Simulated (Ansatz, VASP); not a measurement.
## One calculation of Pd, two programs

```xyz
1
Lattice="0.0000 2.0424 2.0424 2.0424 0.0000 2.0424 2.0424 2.0424 0.0000" Properties=species:S:1:pos:R:3 pbc="T T T"
Pd    0.0000    0.0000    0.0000
```

Alike in both runs: task single point; functional BLYP; k mesh 22 × 22 × 22; occupations fermi-dirac, width 0.1 eV; no spin polarisation.

```csv
,VASP,Ansatz
version,VASP 6.6.1,Ansatz 0.2.0
potentials or method,"VASP PAW PBE potentials, release 64 (Pd), cutoff 520 eV","plane waves (420 eV) with PAW, scalar-relativistic"
valence electrons in the cell,10,18
```

```tsv
	VASP	Ansatz	Ansatz less VASP
pressure (GPa)	-4.5	-4.7	-0.25
```

VASP's potentials were made for PBE, not for BLYP. With one functional, cell and mesh, what is left measures potentials, basis and numerics. VASP's potentials hold 10 valence electrons a cell and Ansatz's 18, so a difference there can come from the potentials and not from the codes.
